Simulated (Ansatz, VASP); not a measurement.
# Two plane-wave programs on SiPb

```
Pb Si
1.0
     4.42882    0.00000    0.00000
    -2.21441    3.83547    0.00000
     0.00000    0.00000    7.27841
Pb Si
2 2
Direct
  0.33333 0.66667 0.00047
  0.66667 0.33333 0.50047
  0.33333 0.66667 0.37553
  0.66667 0.33333 0.87553
```

Alike in both runs: functional PBE; k mesh 10 × 10 × 6; occupations fermi-dirac, width 0.03 eV; no spin polarisation.

Ansatz relaxed the structure, and its values are those at the end. VASP's run is a single point on that final structure, the one shown.

|  | VASP | Ansatz |
| --- | --- | --- |
| version | VASP 6.6.1 | Ansatz 0.2.0 |
| potentials or method | VASP PAW PBE potentials, release 64 (Pb_d, Si) | PAW with Ansatz's default frozen-core files, scalar-relativistic |
| plane-wave cutoff (eV) | 520 | 420 |
| valence electrons in the cell | 36 | 36 |

```tsv
	VASP	Ansatz	Ansatz less VASP
gap on the k mesh at the Fermi level (eV)	none	none	-
pressure (GPa)	0.0	0.0	+0.05
```

A gap of «none» marks a metal or a gap that the smearing closes. With one functional, cell and mesh, what is left measures potentials, basis and numerics.

Spin-orbit coupling is off throughout.
